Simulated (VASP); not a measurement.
# TePb (Fm-3m) in VASP: settings compared, part 2 of 2

VASP 6.6.1. Earlier steps stand in the parts before.

## 5. Single point, BLYP

Input file INCAR:

```
SYSTEM = TePb
PREC     = Accurate       ! precision mode
ENCUT    = 520            ! plane-wave cutoff, eV
EDIFF    = 1E-7           ! SCF threshold, eV
ISMEAR   = 0              ! smearing method
SIGMA    = 0.01           ! smearing width, eV
LREAL    = .False.        ! projectors in reciprocal space
LASPH    = .True.         ! aspherical terms in the spheres
NELM     = 100            ! most SCF steps
ALGO     = Normal         ! electronic algorithm
ISIF     = 2              ! what is computed and relaxed
LWAVE    = .False.        ! write WAVECAR
LCHARG   = .False.        ! write CHGCAR
GGA      = B5             ! functional
ALDAX    = 1.0          
AGGAX    = 1.0          
AGGAC    = 1.0          
ALDAC    = 0.0          
NBANDS   = 17             ! bands
```

Input file KPOINTS:

```
regular mesh
0
Gamma
  5 5 5
  0 0 0
```

Input file POSCAR:

```
TePb
1.0
    0.0000000000      3.2310000000      3.2310000000
    3.2310000000      0.0000000000      3.2310000000
    3.2310000000      3.2310000000      0.0000000000
Te Pb
1 1
Direct
    0.5000000000      0.5000000000      0.5000000000
    0.0000000000      0.0000000000      0.0000000000
```

Run with:

```console
> cat potpaw_PBE.64/Te/POTCAR potpaw_PBE.64/Pb_d/POTCAR > POTCAR
> mpirun -np 1 vasp_std > vasp.out
```

Run time: 43 s. Hardware: 1 thread of Intel Xeon Platinum 8375C at 2.90GHz (Ice Lake), shared host; peak memory 0.2 GiB.

The run converged. Its results:

| Property | Result |
| --- | --- |
| Free energy | -6.2517 eV |
| Pressure | 5.5 GPa |

Levels at points of the mesh, in eV from the Fermi level:
```csv
k point,band 7,band 8,band 9,band 10,band 11,band 12,band 13,band 14
"(0.00, 0.00, 0.00)",-5.67,-1.32,-1.32,-1.32,4.04,4.04,4.04,6.05
```

Caveat: this odd mesh misses L, where the gap lies, so gap, dielectric constants and Born charges aren't listed; the PAW data sets were made with another functional, which shifts forces and pressure a little; spin-orbit coupling is left out, which moves the levels of the heavy elements.

## 6. Single point, PBEsol

Input file INCAR:

```
  PREC = Accurate
  ENCUT = 520
  EDIFF = 1E-7
  ISMEAR = 0
  SIGMA = 0.01
  LREAL = F
  LASPH = T
  NELM = 100
  ALGO = Normal
  ISIF = 2
  LWAVE = F
  LCHARG = F
  GGA = PS
  NBANDS = 17
```

Input file KPOINTS:

```
Automatic mesh
0
Gamma
  5 5 5
```

POSCAR is that of step 5.

Potentials or basis: VASP PAW PBE potentials, release 64 (Te, Pb_d).

Run with:

```console
> cat potpaw_PBE.64/Te/POTCAR potpaw_PBE.64/Pb_d/POTCAR > POTCAR
> mpirun -np 1 vasp_std > vasp.out
```

OUTCAR:

```text
PREC = Accurate
   ENCUT = 520
   EDIFF = 1E-7
   ISMEAR = 0
   LREAL = F
   LASPH = T
   NELM = 100
   ISIF = 2
   GGA = PS

 ion  position               nearest neighbor table
   1  0.500  0.500  0.500-   2 3.23   2 3.23   2 3.23   2 3.23   2 3.23   2 3.23
   2  0.000  0.000  0.000-   1 3.23   1 3.23   1 3.23   1 3.23   1 3.23   1 3.23

  LATTYP: Found a face centered cubic cell.
 ALAT       =     6.4620000000

  Lattice vectors:

 A1 = (   0.0000000000,   3.2310000000,   3.2310000000)
 A2 = (   3.2310000000,   0.0000000000,   3.2310000000)
 A3 = (   3.2310000000,   3.2310000000,   0.0000000000)

Analysis of symmetry for initial positions (statically):
=====================================================================
 Subroutine PRICEL returns:
 Original cell was already a primitive cell.

 Routine SETGRP: Setting up the symmetry group for a
 face centered cubic supercell.

 Subroutine GETGRP returns: Found 48 space group operations
 (whereof 48 operations were pure point group operations)
 out of a pool of 48 trial point group operations.

The static configuration has the point symmetry O_h .

Analysis of symmetry for dynamics (positions and initial velocities):
=====================================================================
 Subroutine PRICEL returns:
 Original cell was already a primitive cell.

 Routine SETGRP: Setting up the symmetry group for a
 face centered cubic supercell.

 Subroutine GETGRP returns: Found 48 space group operations
 (whereof 48 operations were pure point group operations)
 out of a pool of 48 trial point group operations.

The dynamic configuration has the point symmetry O_h .

 Subroutine INISYM returns: Found 48 space group operations
 (whereof 48 operations are pure point group operations),
 and found     1 'primitive' translations

----------------------------------------------------------------------------------------

                                     Primitive cell

  volume of cell :      67.4592

  direct lattice vectors                    reciprocal lattice vectors
     0.000000000  3.231000000  3.231000000    -0.154750851  0.154750851  0.154750851
     3.231000000  0.000000000  3.231000000     0.154750851 -0.154750851  0.154750851
     3.231000000  3.231000000  0.000000000     0.154750851  0.154750851 -0.154750851

  length of vectors
     4.569324020  4.569324020  4.569324020     0.268036337  0.268036337  0.268036337

  position of ions in fractional coordinates (direct lattice)
     0.500000000  0.500000000  0.500000000
     0.000000000  0.000000000  0.000000000

  ion indices of the primitive-cell ions
   primitive index   ion index
                 1           1
                 2           2

----------------------------------------------------------------------------------------

 KPOINTS: Automatic mesh

Automatic generation of k-mesh.
 Grid dimensions read from file:
 generate k-points for:    5    5    5

 Generating k-lattice:

  Cartesian coordinates                     Fractional coordinates (reciprocal lattice)
    -0.030950170  0.030950170  0.030950170     0.200000000  0.000000000  0.000000000
     0.030950170 -0.030950170  0.030950170     0.000000000  0.200000000  0.000000000
     0.030950170  0.030950170 -0.030950170     0.000000000  0.000000000  0.200000000

  Length of vectors
     0.053607267  0.053607267  0.053607267

  Shift w.r.t. Gamma in fractional coordinates (k-lattice)
     0.000000000  0.000000000  0.000000000

 Subroutine IBZKPT returns following result:
 ===========================================

 Found     10 irreducible k-points:

 Following reciprocal coordinates:
            Coordinates               Weight
  0.000000  0.000000  0.000000      1.000000
  0.200000  0.000000  0.000000      8.000000
  0.400000  0.000000  0.000000      8.000000
  0.200000  0.200000  0.000000      6.000000
  0.400000  0.200000  0.000000     24.000000
 -0.400000  0.200000  0.000000     24.000000
 -0.200000  0.200000  0.000000     12.000000
  0.400000  0.400000  0.000000      6.000000
 -0.400000  0.400000  0.000000     12.000000
 -0.400000  0.400000  0.200000     24.000000
   k-points           NKPTS =     10   k-points in BZ     NKDIM =     10   number of bands    NBANDS=     17
   number of dos      NEDOS =    301   number of ions     NIONS =      2
   total plane-waves  NPLWV =  46656
   dimension x,y,z NGX =    36 NGY =   36 NGZ =   36
   dimension x,y,z NGXF=    72 NGYF=   72 NGZF=   72
   ions per type =               1   1
   NGX,Y,Z   is equivalent  to a cutoff of  13.10, 13.10, 13.10 a.u.
   NGXF,Y,Z  is equivalent  to a cutoff of  26.20, 26.20, 26.20 a.u.
 SYSTEM =  unknown system
   PREC   = accura    normal or accurate (medium, high low for compatibility)
   ISTART =      0    job   : 0-new  1-cont  2-samecut
   ICHARG =      2    charge: 1-file 2-atom 10-const
   ISPIN  =      1    spin polarized calculation?
   LNONCOLLINEAR =      F non collinear calculations
   LSORBIT =      F    spin-orbit coupling
   LASPH  =      T    aspherical Exc in radial PAW
   ENCUT  =  520.0 eV  38.22 Ry    6.18 a.u.   8.50  8.50  8.50*2*pi/ulx,y,z
   NELM   =    100;   NELMIN=  2; NELMDL= -5     # of ELM steps
   EDIFF  = 0.1E-06   stopping-criterion for ELM
   LREAL  =      F    real-space projection
   EDIFFG = 0.1E-05   stopping-criterion for IOM
   NSW    =      0    number of steps for IOM
   IBRION =     -1    ionic relax: 0-MD 1-quasi-New 2-CG
   NFREE  =      0    steps in history (QN), initial steepest desc. (CG)
   ISIF   =      2    stress and relaxation
   ISYM   =      2    0-nonsym 1-usesym 2-fastsym
   POTIM  = 0.5000    time-step for ionic-motion
   TEBEG  =    0.0;   TEEND  =   0.0 temperature during run
   PSTRESS=    0.0 pullay stress
   NELECT =      20.0000    total number of electrons
   NUPDOWN=      -1.0000    fix difference up-down
   EMIN   =  10.00;   EMAX   =-10.00  energy-range for DOS
   EFERMI =   0.00;   METHOD = LEGACY
   ISMEAR =     0;   SIGMA  =   0.01  broadening in eV -4-tet -1-fermi 0-gaus
   EFERMI_NEDOS =   21; number of points for ismear=-14 and -15
   IALGO  =     38    algorithm
   IMIX   =      4    mixing-type and parameters
     AMIX     =   0.40;   BMIX     =  1.00
     AMIX_MAG =   1.60;   BMIX_MAG =  1.00
  volume/ion in A,a.u.               =      33.73       227.62
  Fermi-wavevector in a.u.,A,eV,Ry     =   1.091619  2.062861 16.213147  1.191633
  Thomas-Fermi vector in A             =   2.227868
   LORBIT       =      0    0 simple, 1 ext, 2 COOP (PROOUT), +10 PAW based schemes
   GGA     = PS    functional components
   LHFCALC =     F    Hartree Fock is set to
   AEXX    =    0.0000 exact exchange contribution
   IVDW    =     0    specifies the selected vdW correction
   LEPSILON=     F    determine dielectric tensor
   LRPA    =     F    only Hartree local field effects (RPA)
 non-spin polarized calculation
 Gauss-broadening in eV      SIGMA  =   0.01
  energy-cutoff  :      520.00
  volume of cell :       67.46
 maximum number of plane-waves:      1849
 NGX is ok and might be reduce to    36
   NGX = 17   NGY = 17   NGZ = 17

 number of electron      20.0000003 magnetization

 Free energy of the ion-electron system (eV)
  ---------------------------------------------------
  ext. energy  EPLUGINS =         0.00000000
  ---------------------------------------------------
  free energy    TOTEN  =        -8.26047897 eV

  energy without entropy =       -8.26047897  energy(sigma->0) =       -8.26047897

 E-fermi :   5.4300     XC(G=0):  -9.4716

 val. band max:        5.3023707890   @ k =  -0.2000   0.2000   0.0000
 cond. band min:       6.4452009313   @ k =   0.4000   0.0000   0.0000
 fundamental gap:      1.1428301423
 Fermi energy:         5.4300140782

 k-point     1 :       0.0000    0.0000    0.0000
  band No.  band energies     occupation
      1     -11.1712      2.00000
      2     -11.1712      2.00000
      3     -11.1601      2.00000
      4     -11.1601      2.00000
      5     -11.1601      2.00000
      6      -6.5754      2.00000
[... 9 lines left out ...]
     16      11.2168      0.00000
     17      12.6933      0.00000
[... 161 lines left out ...]
 k-point    10 :      -0.4000    0.4000    0.2000
  band No.  band energies     occupation
      1     -11.2123      2.00000
      2     -11.1731      2.00000
      3     -11.1577      2.00000
      4     -11.1465      2.00000
      5     -11.1363      2.00000
      6      -4.8910      2.00000
[... 9 lines left out ...]
     16      15.5499      0.00000
     17      15.5830      0.00000

------------------------ aborting loop because EDIFF is reached ----------------------------------------

  FORCE on cell =-STRESS in cart. coord.  units (eV):
  Direction    XX          YY          ZZ          XY          YZ          ZX
  --------------------------------------------------------------------------------------
  -------------------------------------------------------------------------------------
  Total       -0.1776171     -0.1776171     -0.1776171      0.0000000     -0.0000000     -0.0000000
  in kB       -4.2184663     -4.2184663     -4.2184663      0.0000000     -0.0000000     -0.0000000
  external PRESSURE =      -4.2184663 kB  Pullay stress =       0.0000000 kB

 VOLUME and BASIS-vectors are now :
 -----------------------------------------------------------------------------
  energy-cutoff  :      520.00
  volume of cell :       67.46
      direct lattice vectors                 reciprocal lattice vectors
     0.000000000  3.231000000  3.231000000    -0.154750851  0.154750851  0.154750851
     3.231000000  0.000000000  3.231000000     0.154750851 -0.154750851  0.154750851
     3.231000000  3.231000000  0.000000000     0.154750851  0.154750851 -0.154750851

 POSITION                                       TOTAL-FORCE (eV/Angst)
 -----------------------------------------------------------------------------------
      3.23100      3.23100      3.23100        -0.000000     -0.000000      0.000000
      0.00000      0.00000      0.00000         0.000000      0.000000     -0.000000
 -----------------------------------------------------------------------------------
    total drift:                               -0.000000      0.000000      0.000000

  FREE ENERGIE OF THE ION-ELECTRON SYSTEM (eV)
  ---------------------------------------------------
  free  energy   TOTEN  =        -8.2604789727 eV

  energy  without entropy=       -8.2604789727  energy(sigma->0) =       -8.26047897
```

Wall time 26 s (1 thread of Intel Xeon Platinum 8375C at 2.90GHz (Ice Lake), shared host); peak memory 0.2 GiB.

Results:

```yaml
Free_energy: -8.2605 eV
Pressure: -0.4 GPa
```

Levels at points of the mesh, in eV from the Fermi level:
```tsv
k point	band 6	band 7	band 8	band 9	band 10	band 11	band 12	band 13	band 14	band 15
(0.00, 0.00, 0.00)	-12.01	-5.59	-1.30	-1.30	-1.30	4.09	4.09	4.09	5.79	5.79
```

Caveat: this odd mesh misses L, where the gap lies, so gap, dielectric constants and Born charges aren't listed; the PAW data sets were made with another functional, which shifts forces and pressure a little; spin-orbit coupling is left out, which moves the levels of the heavy elements.

## 7. The runs side by side

| level | potentials or basis | pressure (GPa) |
| --- | --- | --- |
| revPBE | VASP PAW PBE potentials, release 64 (Te, Pb_d) | 3.2 |
| LDA | VASP PAW LDA potentials, release 64 (Te, Pb_d) | -1.7 |
| PBE | VASP PAW PBE potentials, release 64 (Te, Pb_d) | 2.1 |
| BLYP | VASP PAW PBE potentials, release 64 (Te, Pb_d) | 5.5 |
| PBEsol | VASP PAW PBE potentials, release 64 (Te, Pb_d) | -0.4 |

Alike in all rows: task single point; no spin polarisation; cell as given; k mesh 5 × 5 × 5; cutoff (eV) 520; smearing gaussian 0.01 eV.

Caveats: spin-orbit coupling is left out, which moves the levels of the heavy elements; the PAW data sets were made with another functional, which shifts forces and pressure a little (some runs).

Absolute energies hang on the potentials; compare differences alone.
